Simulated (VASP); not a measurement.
# Cr (P6_3/mmc) in VASP: a series of runs

The runs below take Cr through density of states, with PBE.

Program: VASP 6.6.1. These are calculated values, not measurements. Logs are shortened: lines on timing, memory, paths and dates and some standing lists are left out, and cuts for length are marked.

### 1 The cell of the first run

It takes space group P6_3/mmc (No. 194, hexagonal). The conventional cell has a = 2.490 Å, b = 2.490 Å, c = 4.445 Å, α = 90.00°, β = 90.00°, γ = 120.00°. Cr (site symmetry -6m2) has 12 Cr at 2.49 to 2.65 Å within 3.3 Å.

### 2 Density of states, PBE

POSCAR

```
Cr
1.0
    2.4895338786      0.0000000000      0.0000000000
   -1.2447669393      2.1559995824      0.0000000000
    0.0000000000      0.0000000000      4.4445182271
Cr
2
Direct
    0.3333333333      0.6666666667      0.2500000000
    0.6666666667      0.3333333333      0.7500000000
```

INCAR.step1

```
SYSTEM = Cr
  ALGO = Normal
  EDIFF = 1E-6
  ENCUT = 520
  GGA = PE
  ISIF = 2
  ISMEAR = -1
  LASPH = .TRUE.
  LCHARG = .TRUE.
  LMAXMIX = 4
  LREAL = .FALSE.
  LWAVE = .FALSE.
  NBANDS = 19
  NELM = 100
  PREC = Accurate
  SIGMA = 0.1
```

KPOINTS.step1

```
k-points
0
G
  17 17 9
  0 0 0
```

INCAR.step2

```
SYSTEM = Cr
  ALGO = Normal
  EDIFF = 1E-6
  ENCUT = 520
  GGA = PE
  ICHARG = 11
  ISIF = 2
  ISMEAR = -5
  LASPH = .TRUE.
  LCHARG = .FALSE.
  LMAXMIX = 4
  LORBIT = 11
  LREAL = .FALSE.
  LWAVE = .FALSE.
  NBANDS = 19
  NEDOS = 1001
  NELM = 100
  PREC = Accurate
  SIGMA = 0.1
```

KPOINTS.step2

```
k-points
0
G
  26 26 14
  0 0 0
```

Potentials or basis: VASP PAW PBE potentials, release 64 (Cr_pv).

Launch:

```bash
> cat potpaw_PBE.64/Cr_pv/POTCAR > POTCAR
> cp INCAR.step1 INCAR
> cp KPOINTS.step1 KPOINTS
> mpirun -np 1 vasp_std > vasp.out
> cp INCAR.step2 INCAR
> cp KPOINTS.step2 KPOINTS
> mpirun -np 1 vasp_std > vasp.out
```

OUTCAR:

```text
SYSTEM = Cr
   EDIFF = 1E-6
   ENCUT = 520
   GGA = PE
   ICHARG = 11
   ISIF = 2
   ISMEAR = -5
   LASPH = .TRUE.
   LORBIT = 11
   LREAL = .FALSE.
   NELM = 100
   PREC = Accurate

 ion  position               nearest neighbor table
   1  0.333  0.667  0.250-   2 2.65   2 2.65   2 2.65   2 2.65   2 2.65   2 2.65
   2  0.667  0.333  0.750-   1 2.65   1 2.65   1 2.65   1 2.65   1 2.65   1 2.65

  LATTYP: Found a hexagonal cell.
 ALAT       =     2.4895338786
 C/A-ratio  =     1.7852812791

  Lattice vectors:

 A1 = (   2.4895338786,   0.0000000000,   0.0000000000)
 A2 = (  -1.2447669393,   2.1559995824,   0.0000000000)
 A3 = (   0.0000000000,   0.0000000000,   4.4445182271)

Analysis of symmetry for initial positions (statically):
=====================================================================
 Subroutine PRICEL returns:
 Original cell was already a primitive cell.

 Routine SETGRP: Setting up the symmetry group for a
 hexagonal supercell.

 Subroutine GETGRP returns: Found 24 space group operations
 (whereof 12 operations were pure point group operations)
 out of a pool of 24 trial point group operations.

The static configuration has the point symmetry D_3d.
 The point group associated with its full space group is D_6h.

Analysis of symmetry for dynamics (positions and initial velocities):
=====================================================================
 Subroutine PRICEL returns:
 Original cell was already a primitive cell.

 Routine SETGRP: Setting up the symmetry group for a
 hexagonal supercell.

 Subroutine GETGRP returns: Found 24 space group operations
 (whereof 12 operations were pure point group operations)
 out of a pool of 24 trial point group operations.

The dynamic configuration has the point symmetry D_3d.
 The point group associated with its full space group is D_6h.

 Subroutine INISYM returns: Found 24 space group operations
 (whereof 12 operations are pure point group operations),
 and found     1 'primitive' translations

----------------------------------------------------------------------------------------

                                     Primitive cell

  volume of cell :      23.8557

  direct lattice vectors                    reciprocal lattice vectors
     2.489533879  0.000000000  0.000000000     0.401681619  0.231910991  0.000000000
    -1.244766939  2.155999582  0.000000000     0.000000000  0.463821982  0.000000000
     0.000000000  0.000000000  4.444518227     0.000000000  0.000000000  0.224996265

  length of vectors
     2.489533879  2.489533879  4.444518227     0.463821982  0.463821982  0.224996265

  position of ions in fractional coordinates (direct lattice)
     0.333333333  0.666666667  0.250000000
     0.666666667  0.333333333  0.750000000

  ion indices of the primitive-cell ions
   primitive index   ion index
                 1           1
                 2           2

----------------------------------------------------------------------------------------

 KPOINTS: k-points

Automatic generation of k-mesh.
 Grid dimensions read from file:
 generate k-points for:   26   26   14

 Generating k-lattice:

  Cartesian coordinates                     Fractional coordinates (reciprocal lattice)
     0.015449293  0.008919654  0.000000000     0.038461538 -0.000000000  0.000000000
     0.000000000  0.017839307  0.000000000     0.000000000  0.038461538  0.000000000
     0.000000000  0.000000000  0.016071162     0.000000000  0.000000000  0.071428571

  Length of vectors
     0.017839307  0.017839307  0.016071162

  Shift w.r.t. Gamma in fractional coordinates (k-lattice)
     0.000000000  0.000000000  0.000000000

 TETIRR: Found   9646 inequivalent tetrahedra from    56784

 Subroutine IBZKPT returns following result:
 ===========================================

 Found    560 irreducible k-points:

 Following reciprocal coordinates:
            Coordinates               Weight
  0.000000  0.000000  0.000000      1.000000
  0.038462 -0.000000  0.000000      6.000000
  0.076923 -0.000000  0.000000      6.000000
  0.115385  0.000000  0.000000      6.000000
  0.153846  0.000000  0.000000      6.000000
  0.192308 -0.000000  0.000000      6.000000
[... 16 lines left out ...]
  0.346154  0.038462  0.000000     12.000000
  0.384615  0.038462  0.000000     12.000000
 [... further k-points ...]
   k-points           NKPTS =    560   k-points in BZ     NKDIM =    560   number of bands    NBANDS=     19
   number of dos      NEDOS =   1001   number of ions     NIONS =      2
   total plane-waves  NPLWV =  14400
   dimension x,y,z NGX =    20 NGY =   20 NGZ =   36
   dimension x,y,z NGXF=    40 NGYF=   40 NGZF=   72
   ions per type =               2
   NGX,Y,Z   is equivalent  to a cutoff of  13.36, 13.36, 13.47 a.u.
   NGXF,Y,Z  is equivalent  to a cutoff of  26.71, 26.71, 26.93 a.u.
 SYSTEM =  Cr
   PREC   = accura    normal or accurate (medium, high low for compatibility)
   ISTART =      0    job   : 0-new  1-cont  2-samecut
   ICHARG =     11    charge: 1-file 2-atom 10-const
   ISPIN  =      1    spin polarized calculation?
   LNONCOLLINEAR =      F non collinear calculations
   LSORBIT =      F    spin-orbit coupling
   LASPH  =      T    aspherical Exc in radial PAW
   ENCUT  =  520.0 eV  38.22 Ry    6.18 a.u.   4.63  4.63  8.26*2*pi/ulx,y,z
   NELM   =    100;   NELMIN=  2; NELMDL=  0     # of ELM steps
   EDIFF  = 0.1E-05   stopping-criterion for ELM
   LREAL  =      F    real-space projection
   EDIFFG = 0.1E-04   stopping-criterion for IOM
   NSW    =      0    number of steps for IOM
   IBRION =     -1    ionic relax: 0-MD 1-quasi-New 2-CG
   NFREE  =      0    steps in history (QN), initial steepest desc. (CG)
   ISIF   =      2    stress and relaxation
   ISYM   =      2    0-nonsym 1-usesym 2-fastsym
   POTIM  = 0.5000    time-step for ionic-motion
   TEBEG  =    0.0;   TEEND  =   0.0 temperature during run
   PSTRESS=    0.0 pullay stress
   NELECT =      24.0000    total number of electrons
   NUPDOWN=      -1.0000    fix difference up-down
   EMIN   =  10.00;   EMAX   =-10.00  energy-range for DOS
   EFERMI =   0.00;   METHOD = LEGACY
   ISMEAR =    -5;   SIGMA  =   0.10  broadening in eV -4-tet -1-fermi 0-gaus
   EFERMI_NEDOS =   21; number of points for ismear=-14 and -15
   IALGO  =     38    algorithm
   IMIX   =      4    mixing-type and parameters
     AMIX     =   0.40;   BMIX     =  1.00
     AMIX_MAG =   1.60;   BMIX_MAG =  1.00
  volume/ion in A,a.u.               =      11.93        80.49
  Fermi-wavevector in a.u.,A,eV,Ry     =   1.640394  3.099895 36.611804  2.690892
  Thomas-Fermi vector in A             =   2.731039
   LORBIT       =     11    0 simple, 1 ext, 2 COOP (PROOUT), +10 PAW based schemes
   GGA     = PE    functional components
   LHFCALC =     F    Hartree Fock is set to
   AEXX    =    0.0000 exact exchange contribution
   IVDW    =     0    specifies the selected vdW correction
   LEPSILON=     F    determine dielectric tensor
   LRPA    =     F    only Hartree local field effects (RPA)
 non-spin polarized calculation
 Fermi weights with tetrahedron method with Bloechl corrections
  energy-cutoff  :      520.00
  volume of cell :       23.86
 maximum number of plane-waves:       665
 NGX is ok and might be reduce to    20

 number of electron      24.0000018 magnetization

 Free energy of the ion-electron system (eV)
  ---------------------------------------------------
  ext. energy  EPLUGINS =         0.00000000
  ---------------------------------------------------
  free energy    TOTEN  =       -18.22367222 eV

  energy without entropy =      -18.22367222  energy(sigma->0) =      -18.22367222

 E-fermi :  10.3714     XC(G=0): -13.4651

 val. band max:       10.4117798683   @ k =   0.1923   0.0385   0.0000
 cond. band min:      10.3440265377   @ k =   0.2308   0.2308   0.2857
 fundamental gap:     -0.0677533307
 Fermi energy:        10.3714425617

 k-point     1 :       0.0000    0.0000    0.0000
  band No.  band energies     occupation
      1     -32.8854      2.00000
      2     -32.2202      2.00000
      3     -32.0682      2.00000
      4     -32.0682      2.00000
      5     -32.0042      2.00000
      6     -32.0042      2.00000
[... 11 lines left out ...]
     18      12.5426      0.00000
     19      17.8074      0.00000

 k-point     2 :       0.0385   -0.0000    0.0000
  band No.  band energies     occupation
      1     -32.8814      2.00000
      2     -32.2205      2.00000
      3     -32.0805      2.00000
      4     -32.0716      2.00000
      5     -32.0168      2.00000
      6     -32.0064      2.00000
[... 11 lines left out ...]
     18      12.7240      0.00000
     19      17.8087      0.00000

 k-point     3 :       0.0769   -0.0000    0.0000
  band No.  band energies     occupation
      1     -32.8694      2.00000
      2     -32.2217      2.00000
      3     -32.1166      2.00000
      4     -32.0814      2.00000
      5     -32.0535      2.00000
      6     -32.0131      2.00000
[... 11 lines left out ...]
     18      13.1727      0.00000
     19      17.8104      0.00000

 k-point     4 :       0.1154    0.0000    0.0000
  band No.  band energies     occupation
      1     -32.8500      2.00000
      2     -32.2239      2.00000
      3     -32.1744      2.00000
      4     -32.1118      2.00000
      5     -32.0969      2.00000
      6     -32.0238      2.00000
[... 11 lines left out ...]
     18      13.7639      0.00000
     19      17.8093      0.00000

 k-point     5 :       0.1538    0.0000    0.0000
  band No.  band energies     occupation
      1     -32.8237      2.00000
      2     -32.2505      2.00000
      3     -32.2273      2.00000
      4     -32.1877      2.00000
      5     -32.1170      2.00000
      6     -32.0381      2.00000
[... 11 lines left out ...]
     18      14.4352      0.00000
     19      17.8086      0.00000

 k-point     6 :       0.1923   -0.0000    0.0000
  band No.  band energies     occupation
      1     -32.7917      2.00000
      2     -32.3406      2.00000
      3     -32.2762      2.00000
      4     -32.2324      2.00000
      5     -32.1405      2.00000
      6     -32.0552      2.00000
[... 11 lines left out ...]
     18      15.1583      0.00000
     19      17.8110      0.00000

 k-point     7 :       0.2308    0.0000    0.0000
  band No.  band energies     occupation
      1     -32.7552      2.00000
      2     -32.4393      2.00000
      3     -32.3717      2.00000
      4     -32.2393      2.00000
      5     -32.1659      2.00000
      6     -32.0742      2.00000
[... 11 lines left out ...]
     18      15.9179      0.00000
     19      17.8107      0.00000

 k-point     8 :       0.2692    0.0000    0.0000
  band No.  band energies     occupation
      1     -32.7154      2.00000
      2     -32.5406      2.00000
      3     -32.4686      2.00000
      4     -32.2485      2.00000
      5     -32.1919      2.00000
      6     -32.0939      2.00000
[... 256 lines left out ...]
 k-point    20 :       0.2308    0.0385    0.0000
  band No.  band energies     occupation
      1     -32.7332      2.00000
      2     -32.4911      2.00000
      3     -32.4252      2.00000
      4     -32.2441      2.00000
      5     -32.1821      2.00000
      6     -32.0898      2.00000
[... 11 lines left out ...]
     18      16.3633      0.00000
     19      17.8112      0.00000

 k-point    21 :       0.2692    0.0385    0.0000
  band No.  band energies     occupation
      1     -32.6926      2.00000
      2     -32.5903      2.00000
      3     -32.5185      2.00000
      4     -32.2545      2.00000
      5     -32.2089      2.00000
      6     -32.1100      2.00000
[... 11 lines left out ...]
     18      17.1566      0.00000
     19      17.8180      0.00000

 k-point    22 :       0.3077    0.0385    0.0000
  band No.  band energies     occupation
      1     -32.6834      2.00000
      2     -32.6513      2.00000
      3     -32.6052      2.00000
      4     -32.2673      2.00000
      5     -32.2338      2.00000
      6     -32.1290      2.00000
[... 11 lines left out ...]
     18      17.8172      0.00000
     19      17.9388      0.00000

 k-point    23 :       0.3462    0.0385    0.0000
  band No.  band energies     occupation
      1     -32.7650      2.00000
      2     -32.6809      2.00000
      3     -32.6115      2.00000
      4     -32.2821      2.00000
      5     -32.2554      2.00000
      6     -32.1459      2.00000
[... 11 lines left out ...]
     18      17.8186      0.00000
     19      17.8281      0.00000

 k-point    24 :       0.3846    0.0385    0.0000
  band No.  band energies     occupation
      1     -32.8305      2.00000
      2     -32.7414      2.00000
      3     -32.5755      2.00000
      4     -32.2977      2.00000
      5     -32.2728      2.00000
      6     -32.1595      2.00000
[... 11 lines left out ...]
     18      17.8191      0.00000
     19      17.8668      0.00000

 [... further k-points ...]

------------------------ aborting loop because EDIFF is reached ----------------------------------------

  FORCE on cell =-STRESS in cart. coord.  units (eV):
  Direction    XX          YY          ZZ          XY          YZ          ZX
  --------------------------------------------------------------------------------------
  -------------------------------------------------------------------------------------
  Total       -0.5668670     -0.5668670     -0.3235564     -0.0000000      0.0000000      0.0000000
  in kB      -38.0715349    -38.0715349    -21.7304725     -0.0000000      0.0000000      0.0000000
  external PRESSURE =     -32.6245141 kB  Pullay stress =       0.0000000 kB

 VOLUME and BASIS-vectors are now :
 -----------------------------------------------------------------------------
  energy-cutoff  :      520.00
  volume of cell :       23.86
      direct lattice vectors                 reciprocal lattice vectors
     2.489533879  0.000000000  0.000000000     0.401681619  0.231910991  0.000000000
    -1.244766939  2.155999582  0.000000000     0.000000000  0.463821982  0.000000000
     0.000000000  0.000000000  4.444518227     0.000000000  0.000000000  0.224996265

 POSITION                                       TOTAL-FORCE (eV/Angst)
 -----------------------------------------------------------------------------------
     -0.00000      1.43733      1.11113        -0.000000      0.000000     -0.000000
      1.24477      0.71867      3.33339         0.000000     -0.000000      0.000000
 -----------------------------------------------------------------------------------
    total drift:                               -0.000000      0.000000     -0.000000

  FREE ENERGIE OF THE ION-ELECTRON SYSTEM (eV)
  ---------------------------------------------------
  free  energy   TOTEN  =       -18.2236722249 eV

  energy  without entropy=      -18.2236722249  energy(sigma->0) =      -18.22367222

 total charge

# of ion       s       p       d       tot
------------------------------------------
    1        0.441   6.372   4.206  11.018
    2        0.441   6.372   4.206  11.018
--------------------------------------------------
tot          0.882  12.743   8.411  22.036
```

It took 91 s on 1 thread of Intel Xeon Platinum 8559C (Emerald Rapids), shared host; peak memory 0.33 GiB.

What came out:

| Item | Value |
| --- | --- |
| Valence electrons inside the program's atomic spheres | Cr 11.02 |

Caveat: the run has no spin polarisation, though such a crystal can be magnetic; tetrahedron occupations give inexact forces and stress in metals.

(Part 1 of 2 ends here.)
